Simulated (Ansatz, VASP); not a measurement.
**LiBe: VASP beside Ansatz**

Contents of POSCAR:

```
LiBe
1.0
    2.8080400000      0.0215900000      0.0069600000
    0.0215900000      2.8012900000      0.0089800000
    0.0069600000      0.0089800000      2.8032700000
Li Be
1 1
Direct
    0.0248500000      0.0329100000      0.0354800000
    0.4863907177      0.4953662897      0.5325956227
```

File INCAR.step1:

```
SYSTEM = LiBe
PREC = Accurate ; ENCUT = 520
ISMEAR = -1 ; SIGMA = 0.1
LREAL = .FALSE. ; LASPH = .TRUE.
NELM = 100 ; NBANDS = 10
GGA = PE ; ALGO = Normal
EDIFF = 1E-4 ; LWAVE = .TRUE.
LCHARG = .FALSE.
```

The input INCAR.step2:

```
SYSTEM = LiBe
PREC = Accurate ; ENCUT = 520
EDIFF = 1E-7 ; ISMEAR = -1
SIGMA = 0.1 ; LREAL = .FALSE.
LASPH = .TRUE. ; NELM = 100
ALGO = Normal ; ISIF = 2
LWAVE = .FALSE. ; LCHARG = .FALSE.
METAGGA = R2SCAN ; LMIXTAU = .TRUE.
NBANDS = 10 ; ISTART = 1
```

Contents of KPOINTS:

```
Automatic mesh
0
G
  7 7 7
  0 0 0
```

Input for Ansatz:

```yaml
crystal:
  lattice:
    - [2.80804, 0.02159, 0.00696]
    - [0.02159, 2.80129, 0.00898]
    - [0.00696, 0.00898, 2.80327]
  atoms:
    - { symbol: Li, position: [0.02485, 0.03291, 0.03548] }
    - { symbol: Be, position: [0.4863907176785655, 0.4953662897498038, 0.5325956227273876] }
basis:
  ecutwfc: 650.0
  xc_grid: 2
kpoints:
  mp_grid:
    grid: [7, 7, 7]
hamiltonian:
  xc: r2scan
scf:
  convergence:
    dr2_threshold: 1.0e-09
  occupations:
    method: fermi_dirac
    width: 0.1
output:
  forces: true
  stress: true
```

Alike in both runs: task single point; functional r2SCAN; k mesh 7 × 7 × 7; occupations fermi-dirac, width 0.1 eV; no spin polarisation.

```csv
,VASP,Ansatz
version,VASP 6.6.1,Ansatz 0.2.0
potentials or method,"VASP PAW PBE potentials, release 64 (Li_sv, Be), cutoff 520 eV","plane waves, PAW"
valence electrons in the cell,5,5
```

VASP gave:

| Property | Result |
| --- | --- |
| rms of the force components (eV/Å) | 0.418 |

Q: Which values does Ansatz return?

A: rms of the force components (eV/Å): 0.403.

VASP's potentials were made for PBE, not for r2SCAN. Atom by atom the forces differ by 0.015 eV/Å (rms over components). With one functional, cell and mesh, what is left measures potentials, basis and numerics. Ansatz's warnings: stress scf threshold loose.

Noted on VASP's run: the cutoff is under 1.25 times that of the potentials, so the pressure is a little rough.
